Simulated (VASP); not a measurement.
Input of a VASP 6.6.1 run:

INCAR

```
  ALGO = Fast
  EDIFF = 1E-7
  ENCUT = 520
  GGA = PE
  ISIF = 2
  ISMEAR = 0
  LASPH = True
  LCHARG = True
  LELF = True
  LREAL = False
  LVHAR = True
  LWAVE = False
  NBANDS = 12
  NELM = 80
  PREC = Accurate
  SIGMA = 0.15
```

File KPOINTS:

```
k-points
0
Gamma
  18 18 18
```

POSCAR

```
Cd
1.0
    0.0000000000      2.3443196358      2.2541534960
    2.3443196358      0.0000000000      2.2541534960
    2.3443196358      2.3443196358      0.0000000000
Cd
1
Direct
    0.0000000000      0.0000000000      0.0000000000
```

Potentials or basis: VASP PAW PBE potentials, release 64 (Cd).

The run is started by

```console
$ cat potpaw_PBE.64/Cd/POTCAR > POTCAR
$ mpirun -np 1 vasp_std > vasp.out
```

Question: What does it give for the pressure?

Answer: -2.5 GPa.

Question: Predict the band gap on the k mesh.

Answer: Zero (bands 6 and 7 overlap by 3.13 eV).

Stress tensor (GPa, compression positive):
```
-2.72  0.00  0.00
 0.00 -2.72  0.00
 0.00  0.00 -2.02
```

Caveat: the cell differs from its parent crystal (normal strain along x +0.0400, normal strain along y +0.0400).
